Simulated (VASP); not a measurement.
# Zn (Im-3m) in VASP: notebook

Runs on Zn. Level: PBEsol. Tasks: single point.

All numbers are computed with VASP 6.6.1; they aren't measurements. Logs are shortened: lines on timing, memory, paths and dates and some standing lists are left out, and cuts for length are marked.

## Step 1: The cell of the first run

It takes space group Im-3m (No. 229, cubic). The conventional cell has a = 2.256 Å, b = 2.256 Å, c = 2.256 Å, α = 90.00°, β = 90.00°, γ = 90.00°. Zn (site symmetry m-3m) has 14 Zn at 1.95 to 2.26 Å within 2.6 Å.

## Step 2: Single point, PBEsol (volume scaled by 0.4)

File INCAR:

```
SYSTEM = Zn
PREC = Accurate ; ENCUT = 520
EDIFF = 1E-6 ; ISMEAR = -1
SIGMA = 0.05 ; LREAL = .False.
LASPH = .True. ; NELM = 60
ALGO = Normal ; ISIF = 2
LWAVE = .False. ; LCHARG = .False.
GGA = PS ; NBANDS = 12
```

File KPOINTS:

```
regular mesh
0
Gamma
  19 19 19
  0 0 0
```

File POSCAR:

```
Zn
1.0
   -1.1278631132      1.1278631132      1.1278631132
    1.1278631132     -1.1278631132      1.1278631132
    1.1278631132      1.1278631132     -1.1278631132
Zn
1
Direct
    0.0000000000      0.0000000000      0.0000000000
```

Potentials or basis: VASP PAW PBE potentials, release 64 (Zn).

Command:

```
$ cat potpaw_PBE.64/Zn/POTCAR > POTCAR
$ mpirun -np 1 vasp_std > vasp.out
```

OUTCAR:

```text
SYSTEM = Zn
   PREC = Accurate
   ENCUT = 520
   EDIFF = 1E-6
   ISMEAR = -1
   LREAL = .False.
   LASPH = .True.
   NELM = 60
   ISIF = 2
   GGA = PS

 ion  position               nearest neighbor table
   1  0.000  0.000  0.000-

  LATTYP: Found a body centered cubic cell.
 ALAT       =     2.2557262264

  Lattice vectors:

 A1 = (  -1.1278631132,   1.1278631132,   1.1278631132)
 A2 = (   1.1278631132,  -1.1278631132,   1.1278631132)
 A3 = (   1.1278631132,   1.1278631132,  -1.1278631132)

Analysis of symmetry for initial positions (statically):
=====================================================================
 Subroutine PRICEL returns:
 Original cell was already a primitive cell.

 Routine SETGRP: Setting up the symmetry group for a
 body centered cubic supercell.

 Subroutine GETGRP returns: Found 48 space group operations
 (whereof 48 operations were pure point group operations)
 out of a pool of 48 trial point group operations.

The static configuration has the point symmetry O_h .

Analysis of symmetry for dynamics (positions and initial velocities):
=====================================================================
 Subroutine PRICEL returns:
 Original cell was already a primitive cell.

 Routine SETGRP: Setting up the symmetry group for a
 body centered cubic supercell.

 Subroutine GETGRP returns: Found 48 space group operations
 (whereof 48 operations were pure point group operations)
 out of a pool of 48 trial point group operations.

The dynamic configuration has the point symmetry O_h .

 Subroutine INISYM returns: Found 48 space group operations
 (whereof 48 operations are pure point group operations),
 and found     1 'primitive' translations

----------------------------------------------------------------------------------------

                                     Primitive cell

  volume of cell :       5.7389

  direct lattice vectors                    reciprocal lattice vectors
    -1.127863113  1.127863113  1.127863113     0.000000000  0.443316209  0.443316209
     1.127863113 -1.127863113  1.127863113     0.443316209  0.000000000  0.443316209
     1.127863113  1.127863113 -1.127863113     0.443316209  0.443316209  0.000000000

  length of vectors
     1.953516216  1.953516216  1.953516216     0.626943796  0.626943796  0.626943796

[... 77 lines left out ...]
   NELM   =     60;   NELMIN=  2; NELMDL= -5     # of ELM steps
   EDIFF  = 0.1E-05   stopping-criterion for ELM
   LREAL  =      F    real-space projection
   EDIFFG = 0.1E-04   stopping-criterion for IOM
   NSW    =      0    number of steps for IOM
   IBRION =     -1    ionic relax: 0-MD 1-quasi-New 2-CG
   NFREE  =      0    steps in history (QN), initial steepest desc. (CG)
   ISIF   =      2    stress and relaxation
   ISYM   =      2    0-nonsym 1-usesym 2-fastsym
   POTIM  = 0.5000    time-step for ionic-motion
   TEBEG  =    0.0;   TEEND  =   0.0 temperature during run
   PSTRESS=    0.0 pullay stress
   NELECT =      12.0000    total number of electrons
   NUPDOWN=      -1.0000    fix difference up-down
   EMIN   =  10.00;   EMAX   =-10.00  energy-range for DOS
   EFERMI =   0.00;   METHOD = LEGACY
   ISMEAR =    -1;   SIGMA  =   0.05  broadening in eV -4-tet -1-fermi 0-gaus
   EFERMI_NEDOS =   21; number of points for ismear=-14 and -15
   IALGO  =     38    algorithm
   IMIX   =      4    mixing-type and parameters
     AMIX     =   0.40;   BMIX     =  1.00
     AMIX_MAG =   1.60;   BMIX_MAG =  1.00
  volume/ion in A,a.u.               =       5.74        38.73
  Fermi-wavevector in a.u.,A,eV,Ry     =   2.093432  3.956013 59.626954  4.382457
  Thomas-Fermi vector in A             =   3.085200
   LORBIT       =      0    0 simple, 1 ext, 2 COOP (PROOUT), +10 PAW based schemes
   GGA     = PS    functional components
   LHFCALC =     F    Hartree Fock is set to
   AEXX    =    0.0000 exact exchange contribution
   IVDW    =     0    specifies the selected vdW correction
   LEPSILON=     F    determine dielectric tensor
   LRPA    =     F    only Hartree local field effects (RPA)
 non-spin polarized calculation
  energy-cutoff  :      520.00
  volume of cell :        5.74
 maximum number of plane-waves:       164
   NGX =  7   NGY =  7   NGZ =  7

 number of electron      12.0000010 magnetization

 Free energy of the ion-electron system (eV)
  ---------------------------------------------------
  ext. energy  EPLUGINS =         0.00000000
  ---------------------------------------------------
  free energy    TOTEN  =         7.03599411 eV

  energy without entropy =        7.03708961  energy(sigma->0) =        7.03654186

 E-fermi :  17.9997     XC(G=0): -18.0247

 val. band max:       17.9399078864   @ k =   0.3158   0.2632   0.1053
 cond. band min:      18.0372012265   @ k =   0.3684   0.2632   0.0000
 fundamental gap:      0.0972933401
 Fermi energy:        17.9996658126

 k-point     1 :       0.0000    0.0000    0.0000
  band No.  band energies     occupation
      1      -7.0665      2.00000
      2       1.3582      2.00000
      3       1.3582      2.00000
      4       1.3582      2.00000
      5       3.8476      2.00000
      6       3.8476      2.00000
      7      45.2974      0.00000
      8      45.2974      0.00000
      9      45.2974      0.00000
     10      53.5671      0.00000
     11      53.5671      0.00000
     12      59.5437      0.00000
[... 331 lines left out ...]
 k-point    24 :       0.3158    0.1053    0.0000
  band No.  band energies     occupation
      1      -2.1651      2.00000
      2      -0.1208      2.00000
      3       2.1815      2.00000
      4       3.6133      2.00000
      5       4.3391      2.00000
      6       6.3326      2.00000
      7      23.1406      0.00000
      8      32.9532      0.00000
      9      38.9733      0.00000
     10      45.6299      0.00000
     11      53.8760      0.00000
     12      57.3695      0.00000

 [... further k-points ...]
[... 5 lines left out ...]
  --------------------------------------------------------------------------------------
  -------------------------------------------------------------------------------------
  Total       28.0111658     28.0111658     28.0111658     -0.0000000      0.0000000     -0.0000000
  in kB     7820.1052130   7820.1052130   7820.1052130     -0.0000000      0.0000000     -0.0000000
  external PRESSURE =    7820.1052130 kB  Pullay stress =       0.0000000 kB

 VOLUME and BASIS-vectors are now :
 -----------------------------------------------------------------------------
  energy-cutoff  :      520.00
  volume of cell :        5.74
      direct lattice vectors                 reciprocal lattice vectors
    -1.127863113  1.127863113  1.127863113     0.000000000  0.443316209  0.443316209
     1.127863113 -1.127863113  1.127863113     0.443316209  0.000000000  0.443316209
     1.127863113  1.127863113 -1.127863113     0.443316209  0.443316209  0.000000000

 POSITION                                       TOTAL-FORCE (eV/Angst)
 -----------------------------------------------------------------------------------
      0.00000      0.00000      0.00000         0.000000     -0.000000      0.000000
 -----------------------------------------------------------------------------------
    total drift:                               -0.000000      0.000000     -0.000000

  FREE ENERGIE OF THE ION-ELECTRON SYSTEM (eV)
  ---------------------------------------------------
  free  energy   TOTEN  =         7.0359941069 eV

  energy  without entropy=        7.0370896084  energy(sigma->0) =        7.03654186
```

OSZICAR:

```text
N       E                     dE             d eps       ncg     rms          rms(c)
DAV:   1     0.423099789972E+02    0.42310E+02   -0.62967E+03  6112   0.200E+03
DAV:   2     0.680151681757E+01   -0.35508E+02   -0.34126E+02  5584   0.234E+02
DAV:   3     0.629632838165E+01   -0.50519E+00   -0.50455E+00  5888   0.253E+01
DAV:   4     0.629601204578E+01   -0.31634E-03   -0.31633E-03  5748   0.523E-01
DAV:   5     0.629601201252E+01   -0.33264E-07   -0.32960E-07  4672   0.501E-03    0.348E+01
DAV:   6     0.676692087334E+01    0.47091E+00   -0.32121E-01  5936   0.138E+01    0.201E+01
DAV:   7     0.702896270532E+01    0.26204E+00   -0.61034E-02  5316   0.552E+00    0.237E+00
DAV:   8     0.703596503657E+01    0.70023E-02   -0.50885E-03  6008   0.140E+00    0.513E-02
DAV:   9     0.703598535288E+01    0.20316E-04   -0.20650E-05  6020   0.813E-02    0.256E-02
DAV:  10     0.703599409440E+01    0.87415E-05   -0.92005E-06  6520   0.590E-02    0.959E-04
DAV:  11     0.703599410695E+01    0.12552E-07   -0.14234E-07  3584   0.477E-03
   1 F= 0.70359941E+01 E0= 0.70365419E+01  d E =-.109550E-02
```

Wall time 5.6 s (1 thread of Intel Xeon Platinum 8488C (Sapphire Rapids), shared host); peak memory 0.12 GiB.

The run converged, but its numbers aren't listed here, since they failed a check.

Caveat: the PAW data sets were made with another functional, which shifts forces and pressure a little.

## Step 3: Single point, PBEsol (volume scaled by 0.5)

File INCAR:

```
ALGO     = Normal         # electronic algorithm
EDIFF    = 1E-6           # SCF threshold, eV
ENCUT    = 520            # plane-wave cutoff, eV
GGA      = PS             # functional
ISIF     = 2              # what is computed and relaxed
ISMEAR   = -1             # smearing method
LASPH    = T              # aspherical terms in the spheres
LCHARG   = F              # write CHGCAR
LREAL    = F              # projectors in reciprocal space
LWAVE    = F              # write WAVECAR
NBANDS   = 12             # bands
NELM     = 60             # most SCF steps
PREC     = Accurate       # precision mode
SIGMA    = 0.05           # smearing width, eV
```

File KPOINTS:

```
k-points
0
Gamma
  19 19 19
```

File POSCAR:

```
Zn
1.0
   -1.2149537084      1.2149537084      1.2149537084
    1.2149537084     -1.2149537084      1.2149537084
    1.2149537084      1.2149537084     -1.2149537084
Zn
1
Direct
    0.0000000000      0.0000000000      0.0000000000
```

Potentials or basis: VASP PAW PBE potentials, release 64 (Zn).

Command:

```
$ cat potpaw_PBE.64/Zn/POTCAR > POTCAR
$ mpirun -np 1 vasp_std > vasp.out
```

Run time: 5.8 s. Hardware: 1 thread of Intel Xeon Platinum 8488C (Sapphire Rapids), shared host; peak memory 0.12 GiB.

The run converged. Its results:

| Quantity | Value |
| --- | --- |
| Free energy | 2.3267 eV |
| Pressure | 339.6 GPa |
| Band gap on the k mesh | zero (band 6 reaches 16.57 eV, above the bottom of band 7 at 12.18 eV) |

Levels at points of the mesh, in eV from the Fermi level:
```csv
k point,band 4,band 5,band 6,band 7,band 8,band 9
"(0.00, 0.00, 0.00)",-13.46,-11.68,-11.68,26.22,26.22,26.22
```

Caveat: the PAW data sets were made with another functional, which shifts forces and pressure a little.

## Step 4: Single point, PBEsol (volume scaled by 0.5)

File INCAR:

```
SYSTEM = Zn
PREC = Accurate ; ENCUT = 520
EDIFF = 1E-7 ; ISMEAR = -1
SIGMA = 0.05 ; LREAL = .FALSE.
LASPH = .TRUE. ; NELM = 80
ALGO = Normal ; ISIF = 2
LWAVE = .FALSE. ; LCHARG = .FALSE.
GGA = PS ; NBANDS = 12
```

File KPOINTS:

```
Automatic mesh
0
G
  19 19 19
  0 0 0
```

POSCAR is that of step 3.

Potentials or basis: VASP PAW PBE potentials, release 64 (Zn).

Command:

```
$ cat potpaw_PBE.64/Zn/POTCAR > POTCAR
$ mpirun -np 1 vasp_std > vasp.out
```

OUTCAR:

```text
SYSTEM = Zn
   PREC = Accurate
   ENCUT = 520
   EDIFF = 1E-7
   ISMEAR = -1
   LREAL = .FALSE.
   LASPH = .TRUE.
   NELM = 80
   ISIF = 2
   GGA = PS

 ion  position               nearest neighbor table
   1  0.000  0.000  0.000-

  LATTYP: Found a body centered cubic cell.
 ALAT       =     2.4299074168

  Lattice vectors:

 A1 = (  -1.2149537084,   1.2149537084,   1.2149537084)
 A2 = (   1.2149537084,  -1.2149537084,   1.2149537084)
 A3 = (   1.2149537084,   1.2149537084,  -1.2149537084)

Analysis of symmetry for initial positions (statically):
=====================================================================
 Subroutine PRICEL returns:
 Original cell was already a primitive cell.

 Routine SETGRP: Setting up the symmetry group for a
 body centered cubic supercell.

 Subroutine GETGRP returns: Found 48 space group operations
 (whereof 48 operations were pure point group operations)
 out of a pool of 48 trial point group operations.

The static configuration has the point symmetry O_h .

Analysis of symmetry for dynamics (positions and initial velocities):
=====================================================================
 Subroutine PRICEL returns:
 Original cell was already a primitive cell.

 Routine SETGRP: Setting up the symmetry group for a
 body centered cubic supercell.

 Subroutine GETGRP returns: Found 48 space group operations
 (whereof 48 operations were pure point group operations)
 out of a pool of 48 trial point group operations.

The dynamic configuration has the point symmetry O_h .

 Subroutine INISYM returns: Found 48 space group operations
 (whereof 48 operations are pure point group operations),
 and found     1 'primitive' translations

----------------------------------------------------------------------------------------

                                     Primitive cell
[... 107 lines left out ...]
   IMIX   =      4    mixing-type and parameters
     AMIX     =   0.40;   BMIX     =  1.00
     AMIX_MAG =   1.60;   BMIX_MAG =  1.00
  volume/ion in A,a.u.               =       7.17        48.41
  Fermi-wavevector in a.u.,A,eV,Ry     =   1.943370  3.672437 51.384951  3.776687
  Thomas-Fermi vector in A             =   2.972567
   LORBIT       =      0    0 simple, 1 ext, 2 COOP (PROOUT), +10 PAW based schemes
   GGA     = PS    functional components
   LHFCALC =     F    Hartree Fock is set to
   AEXX    =    0.0000 exact exchange contribution
   IVDW    =     0    specifies the selected vdW correction
   LEPSILON=     F    determine dielectric tensor
   LRPA    =     F    only Hartree local field effects (RPA)
 non-spin polarized calculation
  energy-cutoff  :      520.00
  volume of cell :        7.17
 maximum number of plane-waves:       204
   NGX =  7   NGY =  7   NGZ =  7

 number of electron      11.9999977 magnetization

 Free energy of the ion-electron system (eV)
  ---------------------------------------------------
  ext. energy  EPLUGINS =         0.00000000
  ---------------------------------------------------
  free energy    TOTEN  =         2.32666982 eV

  energy without entropy =        2.32877114  energy(sigma->0) =        2.32772048

 E-fermi :  12.9906     XC(G=0): -16.3458

 val. band max:       12.9533960147   @ k =  -0.3684  -0.3684   0.0526
 cond. band min:      12.9918945150   @ k =  -0.4737   0.4737   0.0526
 fundamental gap:      0.0384985003
 Fermi energy:        12.9906497012

 k-point     1 :       0.0000    0.0000    0.0000
  band No.  band energies     occupation
      1      -7.5914      2.00000
      2      -0.4718      2.00000
      3      -0.4718      2.00000
      4      -0.4718      2.00000
      5       1.3087      2.00000
      6       1.3087      2.00000
      7      39.2101      0.00000
      8      39.2101      0.00000
      9      39.2101      0.00000
     10      45.2190      0.00000
     11      45.2190      0.00000
     12      48.0312      0.00000
[... 331 lines left out ...]
 k-point    24 :       0.3158    0.1053    0.0000
  band No.  band energies     occupation
      1      -3.0497      2.00000
      2      -1.4763      2.00000
      3       0.2344      2.00000
      4       1.1307      2.00000
      5       1.6335      2.00000
      6       3.2781      2.00000
      7      17.6136      0.00000
      8      26.8247      0.00000
      9      31.5336      0.00000
     10      37.9250      0.00000
     11      44.3385      0.00000
     12      48.1523      0.00000

 [... further k-points ...]
[... 5 lines left out ...]
  --------------------------------------------------------------------------------------
  -------------------------------------------------------------------------------------
  Total       15.2071055     15.2071055     15.2071055     -0.0000000      0.0000000     -0.0000000
  in kB     3396.3931529   3396.3931529   3396.3931529     -0.0000000      0.0000000     -0.0000000
  external PRESSURE =    3396.3931529 kB  Pullay stress =       0.0000000 kB

 VOLUME and BASIS-vectors are now :
 -----------------------------------------------------------------------------
  energy-cutoff  :      520.00
  volume of cell :        7.17
      direct lattice vectors                 reciprocal lattice vectors
    -1.214953708  1.214953708  1.214953708     0.000000000  0.411538313  0.411538313
     1.214953708 -1.214953708  1.214953708     0.411538313  0.000000000  0.411538313
     1.214953708  1.214953708 -1.214953708     0.411538313  0.411538313  0.000000000

 POSITION                                       TOTAL-FORCE (eV/Angst)
 -----------------------------------------------------------------------------------
      0.00000      0.00000      0.00000        -0.000000      0.000000     -0.000000
 -----------------------------------------------------------------------------------
    total drift:                                0.000000      0.000000     -0.000000

  FREE ENERGIE OF THE ION-ELECTRON SYSTEM (eV)
  ---------------------------------------------------
  free  energy   TOTEN  =         2.3266698212 eV

  energy  without entropy=        2.3287711417  energy(sigma->0) =        2.32772048
```

OSZICAR:

```text
N       E                     dE             d eps       ncg     rms          rms(c)
DAV:   1     0.398951611694E+02    0.39895E+02   -0.64014E+03  6032   0.192E+03
DAV:   2     0.245875445187E+01   -0.37436E+02   -0.35660E+02  5564   0.230E+02
DAV:   3     0.185160579737E+01   -0.60715E+00   -0.60616E+00  5964   0.275E+01
DAV:   4     0.185118695747E+01   -0.41884E-03   -0.41883E-03  5772   0.663E-01
DAV:   5     0.185118688923E+01   -0.68242E-07   -0.70470E-07  5760   0.848E-03    0.197E+01
DAV:   6     0.220938470351E+01    0.35820E+00   -0.85390E-01  5984   0.212E+01    0.113E+01
DAV:   7     0.231260247351E+01    0.10322E+00   -0.10682E-02  6108   0.187E+00    0.359E+00
DAV:   8     0.232666219635E+01    0.14060E-01   -0.21597E-03  6308   0.805E-01    0.318E-02
DAV:   9     0.232666576978E+01    0.35734E-05   -0.67198E-05  5644   0.863E-02    0.157E-02
DAV:  10     0.232666977069E+01    0.40009E-05   -0.70224E-06  7044   0.501E-02    0.206E-03
DAV:  11     0.232666982123E+01    0.50533E-07   -0.22188E-07  4564   0.802E-03
   1 F= 0.23266698E+01 E0= 0.23277205E+01  d E =-.210132E-02
```

Wall time 5.9 s (1 thread of Intel Xeon Platinum 8488C (Sapphire Rapids), shared host); peak memory 0.12 GiB.

Results:

```
Free energy            : 2.3267 eV
Pressure               : 339.6 GPa
Band gap on the k mesh : zero (band 6 reaches 16.57 eV, above the bottom of band 7 at 12.18 eV)
```

Caveat: the PAW data sets were made with another functional, which shifts forces and pressure a little.
